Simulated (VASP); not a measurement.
## Rh: single point with LDA

The system is Rh.

```
CELL_PARAMETERS angstrom
2.76692 0.00000 0.00000
-1.38346 2.39622 0.00000
0.00000 0.00000 4.48677
ATOMIC_POSITIONS crystal
Rh 0.33333 0.66667 0.25000
Rh 0.66667 0.33333 0.75000
```

This cell differs from its parent crystal: volume scaled by 1.04.

| Property | Result |
| --- | --- |
| Program | VASP 6.6.1 |
| Task | single point |
| Functional | LDA |
| Potentials or basis | VASP PAW LDA potentials, release 64 (Rh_pv) |
| Cutoff | 520 eV |
| k mesh | 11 × 11 × 6 |
| Occupations | fermi-dirac, width 0.05 eV |
| Spin | no spin polarisation |

```json
{
  "Pressure": "-26.1 GPa",
  "Band gap on the k mesh": "zero (band 15 reaches 10.93 eV, above the bottom of band 16 at 8.84 eV)"
}
```

Stress tensor (GPa, compression positive):
```
-25.62   0.00   0.00
  0.00 -25.62   0.00
  0.00   0.00 -27.17
```

Levels at points of the mesh, in eV from the Fermi level:
```csv
k point,band 12,band 13,band 14,band 15,band 16,band 17,band 18,band 19
"(0.00, 0.00, 0.00)",-2.23,-2.23,-1.68,-1.68,0.14,0.14,0.77,7.79
"(0.00, 0.00, 0.50)",-2.79,-2.79,-2.79,-0.38,-0.38,-0.38,-0.38,14.40
```

Wall time 58 s on 1 thread of AMD EPYC 7R13 (shared host), peak memory 0.13 GiB.
